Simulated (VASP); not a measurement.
# Hf (R-3m) in VASP: single point with PBEsol

Aim: the single point of Hf with PBEsol.

All numbers are computed with VASP 6.6.1; they aren't measurements. Logs are shortened: lines on timing, memory, paths and dates and some standing lists are left out, and cuts for length are marked.

## Step 1: The cell of the first run

The structure is trigonal, space group R-3m (No. 166). Conventional cell: a = 5.131 Å, b = 5.131 Å, c = 3.095 Å, α = 90.00°, β = 90.00°, γ = 120.00°. Hf (site symmetry -3m) has 14 Hf at 3.10 to 3.61 Å within 4.1 Å.

## Step 2: Single point, PBEsol (equal xy, yz and zx shear strains of -1 %)

File INCAR:

```
ALGO = Normal
EDIFF = 1E-7
ENCUT = 520
GGA = PS
ISIF = 2
ISMEAR = -1
LASPH = T
LCHARG = F
LREAL = F
LWAVE = F
NBANDS = 11
NELM = 100
PREC = Accurate
SIGMA = 0.05
```

File KPOINTS:

```
k-points
0
Gamma
  14 14 14
```

File POSCAR:

```
Hf
1.0
   -1.8230500000      1.8050000000      1.8050000000
    1.8050000000     -1.8230500000      1.8050000000
    1.8050000000      1.8050000000     -1.8230500000
Hf
1
Direct
    0.0000000000      0.0000000000      0.0000000000
```

Potentials or basis: VASP PAW PBE potentials, release 64 (Hf_pv).

Run with:

```sh
cat potpaw_PBE.64/Hf_pv/POTCAR > POTCAR
mpirun -np 1 vasp_std > vasp.out
```

OUTCAR:

```text
EDIFF = 1E-7
   ENCUT = 520
   GGA = PS
   ISIF = 2
   ISMEAR = -1
   LASPH = T
   LREAL = F
   NELM = 100
   PREC = Accurate

 ion  position               nearest neighbor table
   1  0.000  0.000  0.000-

  LATTYP: Found a trigonal (rhomboedric) cell.
 ALAT       =     3.1368075017
 COS(alpha) =    -0.3377371610

  Lattice vectors:

 A1 = (  -1.8230500000,   1.8050000000,   1.8050000000)
 A2 = (   1.8050000000,  -1.8230500000,   1.8050000000)
 A3 = (   1.8050000000,   1.8050000000,  -1.8230500000)

Analysis of symmetry for initial positions (statically):
=====================================================================
 Subroutine PRICEL returns:
 Original cell was already a primitive cell.

 Routine SETGRP: Setting up the symmetry group for a
 trigonal (rhombohedral) supercell.

 Subroutine GETGRP returns: Found 12 space group operations
 (whereof 12 operations were pure point group operations)
 out of a pool of 12 trial point group operations.

The static configuration has the point symmetry D_3d.

Analysis of symmetry for dynamics (positions and initial velocities):
=====================================================================
 Subroutine PRICEL returns:
 Original cell was already a primitive cell.

 Routine SETGRP: Setting up the symmetry group for a
 trigonal (rhombohedral) supercell.

 Subroutine GETGRP returns: Found 12 space group operations
 (whereof 12 operations were pure point group operations)
 out of a pool of 12 trial point group operations.

The dynamic configuration has the point symmetry D_3d.

 Subroutine INISYM returns: Found 12 space group operations
 (whereof 12 operations are pure point group operations),
 and found     1 'primitive' translations

----------------------------------------------------------------------------------------

                                     Primitive cell

  volume of cell :      23.5212

  direct lattice vectors                    reciprocal lattice vectors
    -1.823050000  1.805000000  1.805000000     0.002784143  0.278414302  0.278414302
     1.805000000 -1.823050000  1.805000000     0.278414302  0.002784143  0.278414302
     1.805000000  1.805000000 -1.823050000     0.278414302  0.278414302  0.002784143

  length of vectors
     3.136807502  3.136807502  3.136807502     0.393747126  0.393747126  0.393747126

  position of ions in fractional coordinates (direct lattice)
     0.000000000  0.000000000  0.000000000

  ion indices of the primitive-cell ions
   primitive index   ion index
                 1           1

----------------------------------------------------------------------------------------

 KPOINTS: k-points

Automatic generation of k-mesh.
 Grid dimensions read from file:
 generate k-points for:   14   14   14

 Generating k-lattice:

  Cartesian coordinates                     Fractional coordinates (reciprocal lattice)
     0.000198867  0.019886736  0.019886736     0.071428571  0.000000000  0.000000000
     0.019886736  0.000198867  0.019886736     0.000000000  0.071428571  0.000000000
     0.019886736  0.019886736  0.000198867    -0.000000000 -0.000000000  0.071428571

  Length of vectors
     0.028124795  0.028124795  0.028124795

  Shift w.r.t. Gamma in fractional coordinates (k-lattice)
     0.000000000  0.000000000  0.000000000

 Subroutine IBZKPT returns following result:
 ===========================================

 Found    288 irreducible k-points:

 Following reciprocal coordinates:
            Coordinates               Weight
  0.000000  0.000000  0.000000      1.000000
  0.071429  0.000000  0.000000      6.000000
  0.142857  0.000000  0.000000      6.000000
  0.214286  0.000000  0.000000      6.000000
  0.285714  0.000000  0.000000      6.000000
  0.357143  0.000000  0.000000      6.000000
[... 16 lines left out ...]
  0.214286  0.142857  0.000000     12.000000
  0.285714  0.142857  0.000000     12.000000
 [... further k-points ...]
   k-points           NKPTS =    288   k-points in BZ     NKDIM =    288   number of bands    NBANDS=     11
   number of dos      NEDOS =    301   number of ions     NIONS =      1
   total plane-waves  NPLWV =  13824
   dimension x,y,z NGX =    24 NGY =   24 NGZ =   24
   dimension x,y,z NGXF=    48 NGYF=   48 NGZF=   48
   ions per type =               1
   NGX,Y,Z   is equivalent  to a cutoff of  12.72, 12.72, 12.72 a.u.
   NGXF,Y,Z  is equivalent  to a cutoff of  25.44, 25.44, 25.44 a.u.
 SYSTEM =  unknown system
   PREC   = accura    normal or accurate (medium, high low for compatibility)
   ISTART =      0    job   : 0-new  1-cont  2-samecut
   ICHARG =      2    charge: 1-file 2-atom 10-const
   ISPIN  =      1    spin polarized calculation?
   LNONCOLLINEAR =      F non collinear calculations
   LSORBIT =      F    spin-orbit coupling
   LASPH  =      T    aspherical Exc in radial PAW
   ENCUT  =  520.0 eV  38.22 Ry    6.18 a.u.   5.83  5.83  5.83*2*pi/ulx,y,z
   NELM   =    100;   NELMIN=  2; NELMDL= -5     # of ELM steps
   EDIFF  = 0.1E-06   stopping-criterion for ELM
   LREAL  =      F    real-space projection
   EDIFFG = 0.1E-05   stopping-criterion for IOM
   NSW    =      0    number of steps for IOM
   IBRION =     -1    ionic relax: 0-MD 1-quasi-New 2-CG
   NFREE  =      0    steps in history (QN), initial steepest desc. (CG)
   ISIF   =      2    stress and relaxation
   ISYM   =      2    0-nonsym 1-usesym 2-fastsym
   POTIM  = 0.5000    time-step for ionic-motion
   TEBEG  =    0.0;   TEEND  =   0.0 temperature during run
   PSTRESS=    0.0 pullay stress
   NELECT =      10.0000    total number of electrons
   NUPDOWN=      -1.0000    fix difference up-down
   EMIN   =  10.00;   EMAX   =-10.00  energy-range for DOS
   EFERMI =   0.00;   METHOD = LEGACY
   ISMEAR =    -1;   SIGMA  =   0.05  broadening in eV -4-tet -1-fermi 0-gaus
   EFERMI_NEDOS =   21; number of points for ismear=-14 and -15
   IALGO  =     38    algorithm
   IMIX   =      4    mixing-type and parameters
     AMIX     =   0.40;   BMIX     =  1.00
     AMIX_MAG =   1.60;   BMIX_MAG =  1.00
  volume/ion in A,a.u.               =      23.52       158.73
  Fermi-wavevector in a.u.,A,eV,Ry     =   1.230992  2.326237 20.617466  1.515341
  Thomas-Fermi vector in A             =   2.365819
   LORBIT       =      0    0 simple, 1 ext, 2 COOP (PROOUT), +10 PAW based schemes
   GGA     = PS    functional components
   LHFCALC =     F    Hartree Fock is set to
   AEXX    =    0.0000 exact exchange contribution
   IVDW    =     0    specifies the selected vdW correction
   LEPSILON=     F    determine dielectric tensor
   LRPA    =     F    only Hartree local field effects (RPA)
 non-spin polarized calculation
  energy-cutoff  :      520.00
  volume of cell :       23.52
 maximum number of plane-waves:       658
   NGX = 11   NGY = 11   NGZ = 11

 number of electron      10.0000001 magnetization

 Free energy of the ion-electron system (eV)
  ---------------------------------------------------
  ext. energy  EPLUGINS =         0.00000000
  ---------------------------------------------------
  free energy    TOTEN  =       -10.26881822 eV

  energy without entropy =      -10.25081194  energy(sigma->0) =      -10.25981508

 E-fermi :   4.0808     XC(G=0): -11.1645

 val. band max:        4.0784525797   @ k =  -0.3571   0.1429   0.0714
 cond. band min:       4.0825429860   @ k =  -0.3571   0.2143   0.0714
 fundamental gap:      0.0040904063
 Fermi energy:         4.0808312915

 k-point     1 :       0.0000    0.0000    0.0000
  band No.  band energies     occupation
      1     -25.8983      2.00000
      2     -25.8983      2.00000
      3     -25.8770      2.00000
      4      -2.7900      2.00000
      5       5.4169      0.00000
      6       5.6196      0.00000
      7       5.6196      0.00000
      8       8.2109      0.00000
      9       8.2109      0.00000
     10      17.0182      0.00000
     11      17.1441      0.00000

 k-point     2 :       0.0714    0.0000    0.0000
  band No.  band energies     occupation
      1     -25.9248      2.00000
      2     -25.9000      2.00000
      3     -25.8982      2.00000
      4      -2.6095      2.00000
      5       5.4702      0.00000
      6       5.4928      0.00000
      7       5.7069      0.00000
      8       7.9975      0.00000
      9       8.2041      0.00000
     10      17.1412      0.00000
     11      17.2235      0.00000

 k-point     3 :       0.1429    0.0000    0.0000
  band No.  band energies     occupation
      1     -26.0253      2.00000
      2     -25.9369      2.00000
      3     -25.8981      2.00000
      4      -2.0910      2.00000
      5       5.1621      0.00000
      6       5.3151      0.00000
      7       6.1948      0.00000
      8       7.6490      0.00000
      9       8.2042      0.00000
     10      17.1396      0.00000
     11      17.6112      0.00000

 k-point     4 :       0.2143    0.0000    0.0000
  band No.  band energies     occupation
      1     -26.1713      2.00000
      2     -25.9854      2.00000
      3     -25.8980      2.00000
      4      -1.3086      2.00000
      5       4.7355      0.00000
      6       4.9034      0.00000
      7       7.0368      0.00000
      8       7.5765      0.00000
      9       8.2541      0.00000
     10      17.1336      0.00000
     11      17.5203      0.00000

 k-point     5 :       0.2857    0.0000    0.0000
  band No.  band energies     occupation
      1     -26.3294      2.00000
      2     -26.0382      2.00000
      3     -25.8979      2.00000
      4      -0.4091      2.00000
      5       4.3158      0.01805
      6       4.4944      0.00051
      7       7.7631      0.00000
      8       8.1591      0.00000
      9       8.3846      0.00000
     10      16.5795      0.00000
     11      16.9893      0.00000

 k-point     6 :       0.3571    0.0000    0.0000
  band No.  band energies     occupation
      1     -26.4681      2.00000
      2     -26.0853      2.00000
      3     -25.8979      2.00000
      4       0.3594      2.00000
      5       3.9746      1.78640
      6       4.4244      0.00207
      7       7.9774      0.00000
      8       8.5875      0.00000
      9       9.4612      0.00000
     10      15.3739      0.00000
     11      15.4583      0.00000

 k-point     7 :       0.4286    0.0000    0.0000
  band No.  band energies     occupation
      1     -26.5621      2.00000
      2     -26.1175      2.00000
      3     -25.8978      2.00000
      4       0.7716      2.00000
      5       3.7553      1.99703
      6       4.7819      0.00000
      7       8.0146      0.00000
      8       8.7953      0.00000
      9      10.7059      0.00000
     10      14.1228      0.00000
     11      14.6218      0.00000

 k-point     8 :       0.5000    0.0000    0.0000
  band No.  band energies     occupation
      1     -26.5953      2.00000
      2     -26.1290      2.00000
      3     -25.8978      2.00000
      4       0.8763      2.00000
      5       3.6799      1.99934
      6       5.0659      0.00000
      7       7.9451      0.00000
      8       8.8885      0.00000
      9      11.2993      0.00000
     10      13.6784      0.00000
     11      14.3100      0.00000
[... 141 lines left out ...]
 k-point    19 :      -0.2143    0.0714   -0.0000
  band No.  band energies     occupation
      1     -26.1132      2.00000
      2     -25.9523      2.00000
      3     -25.9107      2.00000
      4      -1.6140      2.00000
      5       4.9095      0.00000
      6       4.9752      0.00000
      7       6.7843      0.00000
      8       7.4461      0.00000
      9       8.3740      0.00000
     10      17.1367      0.00000
     11      17.9232      0.00000

 k-point    20 :      -0.1429    0.0714   -0.0000
  band No.  band energies     occupation
      1     -25.9988      2.00000
      2     -25.9130      2.00000
      3     -25.9000      2.00000
      4      -2.2675      2.00000
      5       5.2202      0.00000
      6       5.3061      0.00000
      7       6.1256      0.00000
      8       7.7212      0.00000
      9       8.2736      0.00000
     10      17.1406      0.00000
     11      17.6499      0.00000

 k-point    21 :      -0.0714    0.0714    0.0000
  band No.  band energies     occupation
      1     -25.9340      2.00000
      2     -25.9068      2.00000
      3     -25.8797      2.00000
      4      -2.6138      2.00000
      5       5.3210      0.00000
      6       5.5363      0.00000
      7       5.7913      0.00000
      8       8.0355      0.00000
      9       8.2145      0.00000
     10      17.1413      0.00000
     11      17.4022      0.00000

 k-point    22 :       0.1429    0.1429    0.0000
  band No.  band energies     occupation
      1     -26.2448      2.00000
      2     -25.9886      2.00000
      3     -25.9278      2.00000
      4      -0.8446      2.00000
      5       4.5558      0.00015
      6       4.6405      0.00003
      7       7.2897      0.00000
      8       7.6186      0.00000
      9       8.5349      0.00000
     10      17.1174      0.00000
     11      17.6334      0.00000

 k-point    23 :       0.2143    0.1429    0.0000
  band No.  band energies     occupation
      1     -26.3696      2.00000
      2     -26.0448      2.00000
      3     -25.9361      2.00000
      4       0.0478      2.00000
      5       4.0839      0.96959
      6       4.3393      0.01132
      7       7.4179      0.00000
      8       8.6907      0.00000
      9       8.7986      0.00000
     10      16.1296      0.00000
     11      17.1517      0.00000

 k-point    24 :       0.2857    0.1429    0.0000
  band No.  band energies     occupation
      1     -26.4716      2.00000
      2     -26.1053      2.00000
      3     -25.9396      2.00000
      4       0.8511      2.00000
      5       3.8111      1.99096
      6       4.1774      0.25311
      7       7.6926      0.00000
      8       8.7750      0.00000
      9      10.0855      0.00000
     10      14.7090      0.00000
     11      16.5109      0.00000

 [... further k-points ...]
[... 5 lines left out ...]
  --------------------------------------------------------------------------------------
  -------------------------------------------------------------------------------------
  Total       -1.3711248     -1.3711248     -1.3711248      0.0624230      0.0624230      0.0624230
  in kB      -93.3960786    -93.3960786    -93.3960786      4.2520275      4.2520275      4.2520275
  external PRESSURE =     -93.3960786 kB  Pullay stress =       0.0000000 kB

 VOLUME and BASIS-vectors are now :
 -----------------------------------------------------------------------------
  energy-cutoff  :      520.00
  volume of cell :       23.52
      direct lattice vectors                 reciprocal lattice vectors
    -1.823050000  1.805000000  1.805000000     0.002784143  0.278414302  0.278414302
     1.805000000 -1.823050000  1.805000000     0.278414302  0.002784143  0.278414302
     1.805000000  1.805000000 -1.823050000     0.278414302  0.278414302  0.002784143

 POSITION                                       TOTAL-FORCE (eV/Angst)
 -----------------------------------------------------------------------------------
      0.00000      0.00000      0.00000         0.000000      0.000000     -0.000000
 -----------------------------------------------------------------------------------
    total drift:                                0.000000      0.000000     -0.000000

  FREE ENERGIE OF THE ION-ELECTRON SYSTEM (eV)
  ---------------------------------------------------
  free  energy   TOTEN  =       -10.2688182179 eV

  energy  without entropy=      -10.2508119417  energy(sigma->0) =      -10.25981508
```

Wall time 17 s (1 thread of Intel Xeon 6975P-C (Granite Rapids), shared host); peak memory 0.19 GiB.

What came out:

```yaml
Free_energy: -10.2688 eV
Pressure: -9.3 GPa
Band_gap_on_the_k_mesh: zero (band 5 reaches 5.47 eV, above the bottom of band 6 at 3.35 eV)
```

Stress tensor (GPa, compression positive):
```
-9.34  0.43  0.43
 0.43 -9.34  0.43
 0.43  0.43 -9.34
```

Caveat: the cell differs from its parent crystal (equal xy, yz and zx shear strains of -1 %); the PAW data sets were made with another functional, which shifts forces and pressure a little; spin-orbit coupling is left out, which moves the levels of the heavy elements.
